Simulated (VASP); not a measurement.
A run of VASP 6.6.1 is set up as follows.

File POSCAR:

```
Ca2ZrSe4
1.0
    6.9539779970     -2.0043984993     -0.3366556516
    6.9539779970      2.0043984993     -0.3366556516
   -3.2424856127      0.0000000000      6.8238806012
Ca Zr Se
2 1 4
Direct
    0.2942895122      0.2942895122      0.3108087826
    0.7057104878      0.7057104878      0.6891912174
    0.0000000000      0.0000000000      0.0000000000
    0.1036701428      0.1036701428      0.3926934169
    0.8963298572      0.8963298572      0.6073065831
    0.3633423721      0.3633423721     -0.0041834626
    0.6366576279      0.6366576279      1.0041834626
```

Contents of INCAR.step1:

```
SYSTEM = Ca2ZrSe4
PREC = Accurate ; ENCUT = 550
ISMEAR = -1 ; SIGMA = 0.03
LREAL = .False. ; LASPH = .True.
NELM = 120 ; NBANDS = 37
GGA = PE ; ALGO = Normal
EDIFF = 1E-5 ; LWAVE = .True.
LCHARG = .False. ; GGA_COMPAT = .False.
```

Contents of INCAR.step2:

```
SYSTEM = Ca2ZrSe4
PREC = Accurate ; ENCUT = 550
EDIFF = 1E-6 ; ISMEAR = -1
SIGMA = 0.03 ; LREAL = .False.
LASPH = .True. ; NELM = 120
ALGO = Normal ; ISIF = 2
LWAVE = .False. ; LCHARG = .False.
METAGGA = R2SCAN ; LMIXTAU = .True.
LUSE_VDW = .True. ; IVDW_NL = 2
BPARAM = 11.95 ; CPARAM = 0.0093
NBANDS = 37 ; ISTART = 1
GGA_COMPAT = .False.
```

The input KPOINTS:

```
regular mesh
0
Gamma
  6 6 4
  0 0 0
```

Potentials or basis: VASP PAW PBE potentials, release 64 (Ca_sv, Zr_sv, Se).

The run is started by

```sh
$ cat potpaw_PBE.64/Ca_sv/POTCAR potpaw_PBE.64/Zr_sv/POTCAR potpaw_PBE.64/Se/POTCAR > POTCAR
$ cp INCAR.step1 INCAR
$ mpirun -np 1 vasp_std > vasp.out
$ cp INCAR.step2 INCAR
$ mpirun -np 1 vasp_std > vasp.out
```

Q: What does it give for the largest force?

A: 0.030 eV/Å.

Q: Estimate the pressure.

A: 0.3 GPa.

Forces in eV/Å, atoms in the order of the input:
```
Ca   0.010  0.000 -0.014
Ca  -0.010  0.000  0.014
Zr   0.000  0.000  0.000
Se  -0.024  0.000 -0.018
Se   0.024  0.000  0.018
Se   0.008  0.000  0.002
Se  -0.008  0.000 -0.002
```

Caveat: the PAW data sets were made with another functional, which shifts forces and pressure a little.
